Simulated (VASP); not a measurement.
# Cd2HgTe3 (P-3m1) in VASP: further runs

Cd2HgTe3 is run at these levels: PBE; tasks: single point.

All numbers are computed with VASP 6.6.1; they aren't measurements. Logs are shortened: lines on timing, memory, paths and dates and some standing lists are left out, and cuts for length are marked.

**1. The cell of the first run**

The structure is trigonal, space group P-3m1 (No. 164). Conventional cell: a = 4.384 Å, b = 4.384 Å, c = 10.739 Å, α = 90.00°, β = 90.00°, γ = 120.00°. Within 4.1 Å of Cd (site symmetry 3m) lie 6 Te at 3.10 Å. Within 4.1 Å of Hg (site symmetry -3m) lie 6 Te at 3.10 Å. Within 4.1 Å of Te (site symmetry -3m) lie 6 Cd at 3.10 Å. Within 4.1 Å of Te (site symmetry 3m) lie 3 Cd at 3.10 Å and 3 Hg at 3.10 Å.

**2. Single point, PBE**

Contents of INCAR:

```
  PREC = Accurate
  ENCUT = 520
  EDIFF = 1E-6
  ISMEAR = 0
  SIGMA = 0.1
  LREAL = F
  LASPH = T
  NELM = 60
  ALGO = Normal
  ISIF = 2
  LWAVE = F
  LCHARG = T
  GGA = PE
  LELF = T
  LVHAR = T
  NBANDS = 36
```

Contents of KPOINTS:

```
regular mesh
0
Gamma
  6 6 2
```

Contents of POSCAR:

```
Cd2HgTe3
1.0
    4.3839746200      0.0000000000      0.0000000000
   -2.1919873100      3.7966333900      0.0000000000
    0.0000000000      0.0000000000     10.7385008600
Cd Hg Te
2 1 3
Direct
    0.3333333300      0.6666666700      0.6666666700
    0.6666666700      0.3333333300      0.3333333300
    0.0000000000      0.0000000000      0.0000000000
    0.0000000000      0.0000000000      0.5000000000
    0.3333333300      0.6666666700      0.1666666700
    0.6666666700      0.3333333300      0.8333333300
```

Potentials or basis: VASP PAW PBE potentials, release 64 (Cd, Hg, Te).

Launch:

```
$ cat potpaw_PBE.64/Cd/POTCAR potpaw_PBE.64/Hg/POTCAR potpaw_PBE.64/Te/POTCAR > POTCAR
$ mpirun -np 1 vasp_std > vasp.out
```

OUTCAR:

```text
PREC = Accurate
   ENCUT = 520
   EDIFF = 1E-6
   ISMEAR = 0
   LREAL = F
   LASPH = T
   NELM = 60
   ISIF = 2
   GGA = PE

 ion  position               nearest neighbor table
   1  0.333  0.667  0.667-   6 3.10   6 3.10   4 3.10   6 3.10   4 3.10   4 3.10
   2  0.667  0.333  0.333-   5 3.10   5 3.10   4 3.10   5 3.10   4 3.10   4 3.10
   3  0.000  0.000  0.000-   5 3.10   6 3.10   5 3.10   6 3.10   6 3.10   5 3.10
   4  0.000  0.000  0.500-   1 3.10   2 3.10   1 3.10   2 3.10   2 3.10   1 3.10
   5  0.333  0.667  0.167-   2 3.10   2 3.10   3 3.10   2 3.10   3 3.10   3 3.10
   6  0.667  0.333  0.833-   1 3.10   1 3.10   3 3.10   1 3.10   3 3.10   3 3.10

  LATTYP: Found a hexagonal cell.
 ALAT       =     4.3839746200
 C/A-ratio  =     2.4494897418

  Lattice vectors:

 A1 = (   4.3839746200,   0.0000000000,   0.0000000000)
 A2 = (  -2.1919873100,   3.7966333900,   0.0000000000)
 A3 = (   0.0000000000,   0.0000000000,  10.7385008600)

Analysis of symmetry for initial positions (statically):
=====================================================================
 Subroutine PRICEL returns:
 Original cell was already a primitive cell.

 Routine SETGRP: Setting up the symmetry group for a
 hexagonal supercell.

 Subroutine GETGRP returns: Found 12 space group operations
 (whereof 12 operations were pure point group operations)
 out of a pool of 24 trial point group operations.

The static configuration has the point symmetry D_3d.

Analysis of symmetry for dynamics (positions and initial velocities):
=====================================================================
 Subroutine PRICEL returns:
 Original cell was already a primitive cell.

 Routine SETGRP: Setting up the symmetry group for a
 hexagonal supercell.

 Subroutine GETGRP returns: Found 12 space group operations
 (whereof 12 operations were pure point group operations)
 out of a pool of 24 trial point group operations.

The dynamic configuration has the point symmetry D_3d.

 Subroutine INISYM returns: Found 12 space group operations
 (whereof 12 operations are pure point group operations),
 and found     1 'primitive' translations

----------------------------------------------------------------------------------------

                                     Primitive cell

  volume of cell :     178.7353

  direct lattice vectors                    reciprocal lattice vectors
     4.383974620  0.000000000  0.000000000     0.228103510  0.131695623  0.000000000
    -2.191987310  3.796633390  0.000000000     0.000000000  0.263391246  0.000000000
     0.000000000  0.000000000 10.738500860     0.000000000  0.000000000  0.093122868

  length of vectors
     4.383974620  4.383974620 10.738500860     0.263391246  0.263391246  0.093122868

  position of ions in fractional coordinates (direct lattice)
     0.333333330  0.666666670  0.666666670
     0.666666670  0.333333330  0.333333330
     0.000000000  0.000000000  0.000000000
     0.000000000  0.000000000  0.500000000
     0.333333330  0.666666670  0.166666670
     0.666666670  0.333333330  0.833333330

  ion indices of the primitive-cell ions
   primitive index   ion index
                 1           1
                 2           2
                 3           3
                 4           4
                 5           5
                 6           6

----------------------------------------------------------------------------------------

 KPOINTS: regular mesh

Automatic generation of k-mesh.
 Grid dimensions read from file:
 generate k-points for:    6    6    2

 Generating k-lattice:

  Cartesian coordinates                     Fractional coordinates (reciprocal lattice)
     0.038017252  0.021949271  0.000000000     0.166666667  0.000000000  0.000000000
     0.000000000  0.043898541  0.000000000     0.000000000  0.166666667  0.000000000
     0.000000000  0.000000000  0.046561434     0.000000000  0.000000000  0.500000000

  Length of vectors
     0.043898541  0.043898541  0.046561434

  Shift w.r.t. Gamma in fractional coordinates (k-lattice)
     0.000000000  0.000000000  0.000000000

 Subroutine IBZKPT returns following result:
 ===========================================

 Found     14 irreducible k-points:

 Following reciprocal coordinates:
            Coordinates               Weight
  0.000000  0.000000  0.000000      1.000000
  0.166667  0.000000  0.000000      6.000000
  0.333333  0.000000  0.000000      6.000000
  0.500000  0.000000  0.000000      3.000000
  0.166667  0.166667  0.000000      6.000000
  0.333333  0.166667  0.000000     12.000000
  0.333333  0.333333  0.000000      2.000000
  0.000000  0.000000  0.500000      1.000000
  0.166667  0.000000  0.500000      6.000000
  0.333333  0.000000  0.500000      6.000000
  0.500000  0.000000  0.500000      3.000000
  0.166667  0.166667  0.500000      6.000000
  0.333333  0.166667  0.500000     12.000000
  0.333333  0.333333  0.500000      2.000000
   k-points           NKPTS =     14   k-points in BZ     NKDIM =     14   number of bands    NBANDS=     36
   number of dos      NEDOS =    301   number of ions     NIONS =      6
   total plane-waves  NPLWV = 103680
   dimension x,y,z NGX =    36 NGY =   36 NGZ =   80
   dimension x,y,z NGXF=    72 NGYF=   72 NGZF=  160
   ions per type =               2   1   3
   NGX,Y,Z   is equivalent  to a cutoff of  13.65, 13.65, 12.39 a.u.
   NGXF,Y,Z  is equivalent  to a cutoff of  27.30, 27.30, 24.77 a.u.
 SYSTEM =  unknown system
   PREC   = accura    normal or accurate (medium, high low for compatibility)
   ISTART =      0    job   : 0-new  1-cont  2-samecut
   ICHARG =      2    charge: 1-file 2-atom 10-const
   ISPIN  =      1    spin polarized calculation?
   LNONCOLLINEAR =      F non collinear calculations
   LSORBIT =      F    spin-orbit coupling
   LASPH  =      T    aspherical Exc in radial PAW
   ENCUT  =  520.0 eV  38.22 Ry    6.18 a.u.   8.15  8.15 19.97*2*pi/ulx,y,z
   NELM   =     60;   NELMIN=  2; NELMDL= -5     # of ELM steps
   EDIFF  = 0.1E-05   stopping-criterion for ELM
   LREAL  =      F    real-space projection
   EDIFFG = 0.1E-04   stopping-criterion for IOM
   NSW    =      0    number of steps for IOM
   IBRION =     -1    ionic relax: 0-MD 1-quasi-New 2-CG
   NFREE  =      0    steps in history (QN), initial steepest desc. (CG)
   ISIF   =      2    stress and relaxation
   ISYM   =      2    0-nonsym 1-usesym 2-fastsym
   POTIM  = 0.5000    time-step for ionic-motion
   TEBEG  =    0.0;   TEEND  =   0.0 temperature during run
   PSTRESS=    0.0 pullay stress
   NELECT =      54.0000    total number of electrons
   NUPDOWN=      -1.0000    fix difference up-down
   EMIN   =  10.00;   EMAX   =-10.00  energy-range for DOS
   EFERMI =   0.00;   METHOD = LEGACY
   ISMEAR =     0;   SIGMA  =   0.10  broadening in eV -4-tet -1-fermi 0-gaus
   EFERMI_NEDOS =   21; number of points for ismear=-14 and -15
   IALGO  =     38    algorithm
   IMIX   =      4    mixing-type and parameters
     AMIX     =   0.40;   BMIX     =  1.00
     AMIX_MAG =   1.60;   BMIX_MAG =  1.00
  volume/ion in A,a.u.               =      29.79       201.03
  Fermi-wavevector in a.u.,A,eV,Ry     =   1.098507  2.075876 16.418375  1.206717
  Thomas-Fermi vector in A             =   2.234885
   LORBIT       =      0    0 simple, 1 ext, 2 COOP (PROOUT), +10 PAW based schemes
   GGA     = PE    functional components
   LHFCALC =     F    Hartree Fock is set to
   AEXX    =    0.0000 exact exchange contribution
   IVDW    =     0    specifies the selected vdW correction
   LEPSILON=     F    determine dielectric tensor
   LRPA    =     F    only Hartree local field effects (RPA)
 non-spin polarized calculation
 Gauss-broadening in eV      SIGMA  =   0.10
  energy-cutoff  :      520.00
  volume of cell :      178.74
 maximum number of plane-waves:      4860
 NGX is ok and might be reduce to    36
   NGX = 17   NGY = 17   NGZ = 39

 number of electron      54.0000017 magnetization

 Free energy of the ion-electron system (eV)
  ---------------------------------------------------
  ext. energy  EPLUGINS =         0.00000000
  ---------------------------------------------------
  free energy    TOTEN  =       -12.15438330 eV

  energy without entropy =      -12.12132563  energy(sigma->0) =      -12.13785447

 E-fermi :   3.6422     XC(G=0):  -9.5486

 val. band max:        3.5895720995   @ k =   0.1667   0.0000   0.5000
 cond. band min:       3.6457368280   @ k =   0.5000   0.0000   0.5000
 fundamental gap:      0.0561647285
 Fermi energy:         3.6422073647

 k-point     1 :       0.0000    0.0000    0.0000
  band No.  band energies     occupation
      1      -7.8534      2.00000
      2      -7.1594      2.00000
      3      -7.1488      2.00000
      4      -4.7111      2.00000
      5      -4.7111      2.00000
      6      -4.6500      2.00000
[... 28 lines left out ...]
     35       8.2479      0.00000
     36       8.3151      0.00000

 k-point     2 :       0.1667    0.0000    0.0000
  band No.  band energies     occupation
      1      -7.6742      2.00000
      2      -7.1098      2.00000
      3      -7.0821      2.00000
      4      -4.7004      2.00000
      5      -4.6504      2.00000
      6      -4.6406      2.00000
[... 28 lines left out ...]
     35       9.5082      0.00000
     36       9.6277      0.00000

 k-point     3 :       0.3333    0.0000    0.0000
  band No.  band energies     occupation
      1      -7.2449      2.00000
      2      -7.0526      2.00000
      3      -6.9187      2.00000
      4      -4.6974      2.00000
      5      -4.6373      2.00000
      6      -4.6252      2.00000
[... 28 lines left out ...]
     35       9.2655      0.00000
     36       9.3050      0.00000
[... 352 lines left out ...]
 k-point    13 :       0.3333    0.1667    0.5000
  band No.  band energies     occupation
      1      -7.0221      2.00000
      2      -6.9335      2.00000
      3      -6.9061      2.00000
      4      -4.6656      2.00000
      5      -4.6336      2.00000
      6      -4.6028      2.00000
[... 28 lines left out ...]
     35       9.2868      0.00000
     36       9.6302      0.00000

 k-point    14 :       0.3333    0.3333    0.5000
  band No.  band energies     occupation
      1      -6.9052      2.00000
      2      -6.9052      2.00000
      3      -6.8733      2.00000
      4      -4.6876      2.00000
      5      -4.5866      2.00000
      6      -4.5866      2.00000
[... 28 lines left out ...]
     35      10.2482      0.00000
     36      10.2482      0.00000

------------------------ aborting loop because EDIFF is reached ----------------------------------------

  FORCE on cell =-STRESS in cart. coord.  units (eV):
  Direction    XX          YY          ZZ          XY          YZ          ZX
  --------------------------------------------------------------------------------------
  -------------------------------------------------------------------------------------
  Total       -1.2202920     -1.2202920     -1.4135629     -0.0000000      0.0000000      0.0000000
  in kB      -10.9386566    -10.9386566    -12.6711310     -0.0000000      0.0000000      0.0000000
  external PRESSURE =     -11.5161481 kB  Pullay stress =       0.0000000 kB

 VOLUME and BASIS-vectors are now :
 -----------------------------------------------------------------------------
  energy-cutoff  :      520.00
  volume of cell :      178.74
      direct lattice vectors                 reciprocal lattice vectors
     4.383974620  0.000000000  0.000000000     0.228103510  0.131695623  0.000000000
    -2.191987310  3.796633390  0.000000000     0.000000000  0.263391246  0.000000000
     0.000000000  0.000000000 10.738500860     0.000000000  0.000000000  0.093122868

 POSITION                                       TOTAL-FORCE (eV/Angst)
 -----------------------------------------------------------------------------------
     -0.00000      2.53109      7.15900        -0.000000      0.000000      0.068085
      2.19199      1.26554      3.57950         0.000000     -0.000000     -0.068085
      0.00000      0.00000      0.00000        -0.000000      0.000000      0.000000
      0.00000      0.00000      5.36925        -0.000000      0.000000      0.000000
     -0.00000      2.53109      1.78975         0.000000     -0.000000      0.199088
      2.19199      1.26554      8.94875        -0.000000      0.000000     -0.199088
 -----------------------------------------------------------------------------------
    total drift:                               -0.000000      0.000000      0.000000

  FREE ENERGIE OF THE ION-ELECTRON SYSTEM (eV)
  ---------------------------------------------------
  free  energy   TOTEN  =       -12.1543832993 eV

  energy  without entropy=      -12.1213256317  energy(sigma->0) =      -12.13785447
```

Run time: 1.8 min. Hardware: 1 thread of Intel Xeon Platinum 8488C (Sapphire Rapids), shared host; peak memory 0.35 GiB.

Results:

* Free energy: -12.1544 eV
* Pressure: -1.2 GPa
* Largest force: 0.199 eV/Å
* Band gap on the k mesh: zero (bands 27 and 28 overlap by 0.65 eV)

Forces in eV/Å, atoms in the order of the input:
```
Cd   0.000  0.000  0.068
Cd   0.000  0.000 -0.068
Hg   0.000  0.000  0.000
Te   0.000  0.000  0.000
Te   0.000  0.000  0.199
Te   0.000  0.000 -0.199
```

Caveat: semilocal functionals underestimate gaps, so a narrow gap can read as zero; spin-orbit coupling is left out, which moves the levels of the heavy elements.

**3. Single point, PBE**

This run uses another cell than the first one, of 28.88 Å³/atom.

Contents of INCAR:

```
SYSTEM = Cd2HgTe3
  PREC = Accurate
  ENCUT = 520
  EDIFF = 1E-6
  ISMEAR = 0
  SIGMA = 0.1
  LREAL = .False.
  LASPH = .True.
  NELM = 60
  ALGO = Normal
  ISIF = 2
  LWAVE = .False.
  LCHARG = .False.
  GGA = PE
  NBANDS = 36
```

Contents of KPOINTS:

```
regular mesh
0
Gamma
  12 12 4
  0 0 0
```

Contents of POSCAR:

```
Cd2HgTe3
1.0
    4.3363562191      0.0000000000      0.0000000000
   -2.1681781095      3.7553946456      0.0000000000
    0.0000000000      0.0000000000     10.6420032644
Cd Hg Te
2 1 3
Direct
    0.3333333333      0.6666666667      0.6666889517
    0.6666666667      0.3333333333      0.3333110483
    0.0000000000      0.0000000000      0.0000000000
    0.0000000000      0.0000000000      0.5000000000
    0.3333333333      0.6666666667      0.1706297365
    0.6666666667      0.3333333333      0.8293702635
```

Potentials or basis: VASP PAW PBE potentials, release 64 (Cd, Hg, Te).

Launch:

```
$ cat potpaw_PBE.64/Cd/POTCAR potpaw_PBE.64/Hg/POTCAR potpaw_PBE.64/Te/POTCAR > POTCAR
$ mpirun -np 1 vasp_std > vasp.out
```

Wall time 6.6 min (1 thread of Intel Xeon Platinum 8488C (Sapphire Rapids), shared host); peak memory 0.55 GiB.

Results (log left out):

| Item | Value |
| --- | --- |
| Free energy | -12.2123 eV |
| Pressure | 0.1 GPa |
| Largest force | 0.007 eV/Å |
| Band gap on the k mesh | zero (bands 27 and 28 overlap by 0.77 eV) |

Forces in eV/Å, atoms in the order of the input:
```
Cd   0.000  0.000  0.007
Cd   0.000  0.000 -0.007
Hg   0.000  0.000  0.000
Te   0.000  0.000  0.000
Te   0.000  0.000  0.002
Te   0.000  0.000 -0.002
```

Levels at points of the mesh, in eV from the Fermi level:
| k point | band 23 | band 24 | band 25 | band 26 | band 27 | band 28 | band 29 | band 30 | band 31 | band 32 |
| --- | --- | --- | --- | --- | --- | --- | --- | --- | --- | --- |
| (0.00, 0.00, 0.00) | -0.49 | -0.19 | -0.19 | -0.17 | -0.01 | -0.01 | 2.70 | 2.78 | 4.31 | 4.62 |
| (0.50, 0.00, 0.00) | -2.04 | -1.79 | -1.27 | -1.14 | -0.68 | -0.62 | 1.72 | 2.07 | 4.31 | 4.35 |
| (0.00, 0.00, 0.50) | -0.42 | -0.35 | -0.35 | 0.08 | 0.08 | 1.55 | 1.97 | 2.75 | 4.04 | 4.04 |
| (0.50, 0.00, 0.50) | -2.66 | -1.65 | -1.64 | -0.31 | 0.07 | 0.10 | 0.23 | 2.73 | 4.02 | 4.04 |

Caveat: semilocal functionals underestimate gaps, so a narrow gap can read as zero; spin-orbit coupling is left out, which moves the levels of the heavy elements.
